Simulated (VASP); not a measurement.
# Rb3ScBe6 (Fm-3m) in VASP: a series of runs, part 2 of 2

VASP 6.6.1. Earlier steps stand in the parts before.

### 3 Single point, PBE

Contents of INCAR:

```
SYSTEM = Rb3ScBe6
PREC = Accurate ; ENCUT = 520
EDIFF = 1E-7 ; ISMEAR = 1
SIGMA = 0.0598 ; LREAL = .FALSE.
LASPH = .TRUE. ; NELM = 100
ALGO = Normal ; ISIF = 2
LWAVE = .FALSE. ; LCHARG = .TRUE.
GGA = PE ; LELF = .TRUE.
LVHAR = .TRUE. ; NBANDS = 36
```

Contents of KPOINTS:

```
regular mesh
0
G
  4 4 4
  0 0 0
```

Contents of POSCAR:

```
Rb3ScBe6
1.0
    0.0000000000      4.6885660000      4.6885660000
    4.6885660000      0.0000000000      4.6885660000
    4.6885660000      4.6885660000      0.0000000000
Rb Be Sc
3 6 1
Direct
    0.2500000000      0.2500000000      0.2500000000
    0.7500000000      0.7500000000      0.7500000000
    0.5000000000      0.5000000000      0.5000000000
    0.2299000000      0.7701000000      0.7701000000
    0.7701000000      0.2299000000      0.7701000000
    0.7701000000      0.2299000000      0.2299000000
    0.2299000000      0.7701000000      0.2299000000
    0.7701000000      0.7701000000      0.2299000000
    0.2299000000      0.2299000000      0.7701000000
    0.0000000000      0.0000000000      0.0000000000
```

Potentials or basis: VASP PAW PBE potentials, release 64 (Rb_sv, Be, Sc_sv).

Launch:

```console
$ cat potpaw_PBE.64/Rb_sv/POTCAR potpaw_PBE.64/Be/POTCAR potpaw_PBE.64/Sc_sv/POTCAR > POTCAR
$ mpirun -np 1 vasp_std > vasp.out
```

OUTCAR:

```text
SYSTEM = Rb3ScBe6
   PREC = Accurate
   ENCUT = 520
   EDIFF = 1E-7
   ISMEAR = 1
   LREAL = .FALSE.
   LASPH = .TRUE.
   NELM = 100
   ISIF = 2
   GGA = PE

 ion  position               nearest neighbor table
   1  0.250  0.250  0.250-   5 3.32   6 3.32   8 3.32   4 3.32   7 3.32   8 3.32   4 3.32   5 3.32
                             9 3.32   6 3.32   7 3.32   9 3.32   3 4.06  10 4.06  10 4.06  10 4.06
   2  0.750  0.750  0.750-   4 3.32   5 3.32   8 3.32   6 3.32   7 3.32   8 3.32   5 3.32   6 3.32
                             9 3.32   4 3.32   7 3.32   9 3.32   3 4.06  10 4.06   3 4.06  10 4.06
   3  0.500  0.500  0.500-   4 2.53   5 2.53   6 2.53   7 2.53   8 2.53   9 2.53   1 4.06   1 4.06
                             1 4.06   2 4.06   1 4.06   2 4.06   2 4.06   2 4.06
   4  0.230  0.770  0.770-  10 2.16   3 2.53   2 3.32   2 3.32   1 3.32   1 3.32
   5  0.770  0.230  0.770-  10 2.16   3 2.53   2 3.32   2 3.32   1 3.32   1 3.32
   6  0.770  0.230  0.230-  10 2.16   3 2.53   1 3.32   2 3.32   2 3.32   1 3.32
   7  0.230  0.770  0.230-  10 2.16   3 2.53   1 3.32   2 3.32   2 3.32   1 3.32
   8  0.770  0.770  0.230-  10 2.16   3 2.53   2 3.32   2 3.32   1 3.32   1 3.32
   9  0.230  0.230  0.770-  10 2.16   3 2.53   1 3.32   2 3.32   2 3.32   1 3.32
  10  0.000  0.000  0.000-   4 2.16   5 2.16   6 2.16   7 2.16   8 2.16   9 2.16   2 4.06   2 4.06
                             1 4.06   2 4.06   2 4.06   1 4.06   1 4.06   1 4.06

  LATTYP: Found a face centered cubic cell.
 ALAT       =     9.3771320000

  Lattice vectors:

 A1 = (   0.0000000000,   4.6885660000,   4.6885660000)
 A2 = (   4.6885660000,   0.0000000000,   4.6885660000)
 A3 = (   4.6885660000,   4.6885660000,   0.0000000000)

Analysis of symmetry for initial positions (statically):
=====================================================================
 Subroutine PRICEL returns:
 Original cell was already a primitive cell.

 Routine SETGRP: Setting up the symmetry group for a
 face centered cubic supercell.

 Subroutine GETGRP returns: Found 48 space group operations
 (whereof 48 operations were pure point group operations)
 out of a pool of 48 trial point group operations.

The static configuration has the point symmetry O_h .

Analysis of symmetry for dynamics (positions and initial velocities):
=====================================================================
 Subroutine PRICEL returns:
 Original cell was already a primitive cell.

 Routine SETGRP: Setting up the symmetry group for a
 face centered cubic supercell.

 Subroutine GETGRP returns: Found 48 space group operations
 (whereof 48 operations were pure point group operations)
 out of a pool of 48 trial point group operations.

The dynamic configuration has the point symmetry O_h .

 Subroutine INISYM returns: Found 48 space group operations
 (whereof 48 operations are pure point group operations),
 and found     1 'primitive' translations

----------------------------------------------------------------------------------------

                                     Primitive cell

  volume of cell :     206.1342

  direct lattice vectors                    reciprocal lattice vectors
     0.000000000  4.688566000  4.688566000    -0.106642415  0.106642415  0.106642415
     4.688566000  0.000000000  4.688566000     0.106642415 -0.106642415  0.106642415
     4.688566000  4.688566000  0.000000000     0.106642415  0.106642415 -0.106642415

  length of vectors
     6.630633625  6.630633625  6.630633625     0.184710081  0.184710081  0.184710081

  position of ions in fractional coordinates (direct lattice)
     0.250000000  0.250000000  0.250000000
[... 66 lines left out ...]
   NGXF,Y,Z  is equivalent  to a cutoff of  25.07, 25.07, 25.07 a.u.
 SYSTEM =  Rb3ScBe6
   PREC   = accura    normal or accurate (medium, high low for compatibility)
   ISTART =      0    job   : 0-new  1-cont  2-samecut
   ICHARG =      2    charge: 1-file 2-atom 10-const
   ISPIN  =      1    spin polarized calculation?
   LNONCOLLINEAR =      F non collinear calculations
   LSORBIT =      F    spin-orbit coupling
   LASPH  =      T    aspherical Exc in radial PAW
   ENCUT  =  520.0 eV  38.22 Ry    6.18 a.u.  12.33 12.33 12.33*2*pi/ulx,y,z
   NELM   =    100;   NELMIN=  2; NELMDL= -5     # of ELM steps
   EDIFF  = 0.1E-06   stopping-criterion for ELM
   LREAL  =      F    real-space projection
   EDIFFG = 0.1E-05   stopping-criterion for IOM
   NSW    =      0    number of steps for IOM
   IBRION =     -1    ionic relax: 0-MD 1-quasi-New 2-CG
   NFREE  =      0    steps in history (QN), initial steepest desc. (CG)
   ISIF   =      2    stress and relaxation
   ISYM   =      2    0-nonsym 1-usesym 2-fastsym
   POTIM  = 0.5000    time-step for ionic-motion
   TEBEG  =    0.0;   TEEND  =   0.0 temperature during run
   PSTRESS=    0.0 pullay stress
   NELECT =      50.0000    total number of electrons
   NUPDOWN=      -1.0000    fix difference up-down
   EMIN   =  10.00;   EMAX   =-10.00  energy-range for DOS
   EFERMI =   0.00;   METHOD = LEGACY
   ISMEAR =     1;   SIGMA  =   0.06  broadening in eV -4-tet -1-fermi 0-gaus
   EFERMI_NEDOS =   21; number of points for ismear=-14 and -15
   IALGO  =     38    algorithm
   IMIX   =      4    mixing-type and parameters
     AMIX     =   0.40;   BMIX     =  1.00
     AMIX_MAG =   1.60;   BMIX_MAG =  1.00
  volume/ion in A,a.u.               =      20.61       139.11
  Fermi-wavevector in a.u.,A,eV,Ry     =   1.020974  1.929362 14.182556  1.042388
  Thomas-Fermi vector in A             =   2.154573
   LORBIT       =      0    0 simple, 1 ext, 2 COOP (PROOUT), +10 PAW based schemes
   GGA     = PE    functional components
   LHFCALC =     F    Hartree Fock is set to
   AEXX    =    0.0000 exact exchange contribution
   IVDW    =     0    specifies the selected vdW correction
   LEPSILON=     F    determine dielectric tensor
   LRPA    =     F    only Hartree local field effects (RPA)
 non-spin polarized calculation
 Methfessel and Paxton  Order N= 1 SIGMA  =   0.06
  energy-cutoff  :      520.00
  volume of cell :      206.13
 maximum number of plane-waves:      5577
 NGX is ok and might be reduce to    50
   NGX = 25   NGY = 25   NGZ = 25

 number of electron      50.0000001 magnetization

 Free energy of the ion-electron system (eV)
  ---------------------------------------------------
  ext. energy  EPLUGINS =         0.00000000
  ---------------------------------------------------
  free energy    TOTEN  =       -11.26247257 eV

  energy without entropy =      -11.26155777  energy(sigma->0) =      -11.26216763

 E-fermi :   2.1988     XC(G=0):  -8.8032

 val. band max:        2.1727011859   @ k =   0.5000   0.5000   0.0000
 cond. band min:       2.2056196085   @ k =  -0.2500   0.5000   0.2500
 fundamental gap:      0.0329184226
 Fermi energy:         2.1987875271

 k-point     1 :       0.0000    0.0000    0.0000
  band No.  band energies     occupation
      1     -45.2780      2.00000
      2     -26.5397      2.00000
      3     -24.1866      2.00000
      4     -24.1866      2.00000
      5     -24.1866      2.00000
      6     -23.8663      2.00000
[... 301 lines left out ...]
     35       5.6810      0.00000
     36       5.7225      0.00000

------------------------ aborting loop because EDIFF is reached ----------------------------------------

  FORCE on cell =-STRESS in cart. coord.  units (eV):
  Direction    XX          YY          ZZ          XY          YZ          ZX
  --------------------------------------------------------------------------------------
  -------------------------------------------------------------------------------------
  Total       18.8174170     18.8174170     18.8174170      0.0000000      0.0000000      0.0000000
  in kB      146.2582913    146.2582913    146.2582913      0.0000000      0.0000000      0.0000000
  external PRESSURE =     146.2582913 kB  Pullay stress =       0.0000000 kB

 VOLUME and BASIS-vectors are now :
 -----------------------------------------------------------------------------
  energy-cutoff  :      520.00
  volume of cell :      206.13
      direct lattice vectors                 reciprocal lattice vectors
     0.000000000  4.688566000  4.688566000    -0.106642415  0.106642415  0.106642415
     4.688566000  0.000000000  4.688566000     0.106642415 -0.106642415  0.106642415
     4.688566000  4.688566000  0.000000000     0.106642415  0.106642415 -0.106642415

 POSITION                                       TOTAL-FORCE (eV/Angst)
 -----------------------------------------------------------------------------------
      2.34428      2.34428      2.34428         0.000000     -0.000000      0.000000
      7.03285      7.03285      7.03285         0.000000      0.000000      0.000000
      4.68857      4.68857      4.68857         0.000000     -0.000000      0.000000
      7.22133      4.68857      4.68857         0.477355     -0.000000      0.000000
      4.68857      7.22133      4.68857         0.000000      0.477355      0.000000
      2.15580      4.68857      4.68857        -0.477355     -0.000000      0.000000
      4.68857      2.15580      4.68857         0.000000     -0.477355      0.000000
      4.68857      4.68857      7.22133         0.000000     -0.000000      0.477355
      4.68857      4.68857      2.15580         0.000000     -0.000000     -0.477355
      0.00000      0.00000      0.00000         0.000000     -0.000000      0.000000
 -----------------------------------------------------------------------------------
    total drift:                                0.000000     -0.000000     -0.000000

  FREE ENERGIE OF THE ION-ELECTRON SYSTEM (eV)
  ---------------------------------------------------
  free  energy   TOTEN  =       -11.2624725657 eV

  energy  without entropy=      -11.2615577732  energy(sigma->0) =      -11.26216763
```

It took 1.9 min on 1 thread of Intel Xeon Platinum 8375C at 2.90GHz (Ice Lake), shared host; peak memory 0.36 GiB.

Results:

```
Free energy            : -11.2625 eV
Pressure               : 14.6 GPa
Largest force          : 0.477 eV/Å
Band gap on the k mesh : zero (bands 25 and 26 overlap by 0.69 eV)
```

Forces in eV/Å, atoms in the order of the input:
```
Rb   0.000  0.000  0.000
Rb   0.000  0.000  0.000
Rb   0.000  0.000  0.000
Be   0.477  0.000  0.000
Be   0.000  0.477  0.000
Be  -0.477  0.000  0.000
Be   0.000 -0.477  0.000
Be   0.000  0.000  0.477
Be   0.000  0.000 -0.477
Sc   0.000  0.000  0.000
```

Caveat: the cell stands under pressure.

### 4 Single point, PBEsol

Contents of INCAR:

```
  PREC = Accurate
  ENCUT = 520
  EDIFF = 1E-7
  ISMEAR = 1
  SIGMA = 0.0598
  LREAL = False
  LASPH = True
  NELM = 80
  ALGO = Normal
  ISIF = 2
  LWAVE = False
  LCHARG = False
  GGA = PS
  NBANDS = 36
```

Contents of KPOINTS:

```
regular mesh
0
Gamma
  4 4 4
```

POSCAR is that of step 3.

Launch:

```console
$ cat potpaw_PBE.64/Rb_sv/POTCAR potpaw_PBE.64/Be/POTCAR potpaw_PBE.64/Sc_sv/POTCAR > POTCAR
$ mpirun -np 1 vasp_std > vasp.out
```

Wall time 1.8 min (1 thread of Intel Xeon Platinum 8375C at 2.90GHz (Ice Lake), shared host); peak memory 0.36 GiB.

Results (log left out):

| Property | Result |
| --- | --- |
| Free energy | -13.7431 eV |
| Pressure | 13.0 GPa |
| Largest force | 0.450 eV/Å |
| Band gap on the k mesh | zero (bands 25 and 26 overlap by 0.73 eV) |

Forces in eV/Å, atoms in the order of the input:
```
Rb   0.000  0.000  0.000
Rb   0.000  0.000  0.000
Rb   0.000  0.000  0.000
Be   0.450  0.000  0.000
Be   0.000  0.450  0.000
Be  -0.450  0.000  0.000
Be   0.000 -0.450  0.000
Be   0.000  0.000  0.450
Be   0.000  0.000 -0.450
Sc   0.000  0.000  0.000
```

Levels at points of the mesh, in eV from the Fermi level:
```
           k point  band 22  band 23  band 24  band 25  band 26  band 27  band 28  band 29
(0.00, 0.00, 0.00)    -1.34    -0.90    -0.90    -0.90    -0.73     0.74     0.74     1.48
(0.50, 0.00, 0.00)    -1.02    -0.97    -0.50    -0.29    -0.29     0.55     0.55     1.30
(0.50, 0.50, 0.00)    -1.37    -1.07    -0.03    -0.03     0.33     0.52     0.72     1.29
```

Caveat: the cell stands under pressure; the PAW data sets were made with another functional, which shifts forces and pressure a little.

The gap in the log of VASP goes by the Fermi energy; the results here count the filled bands.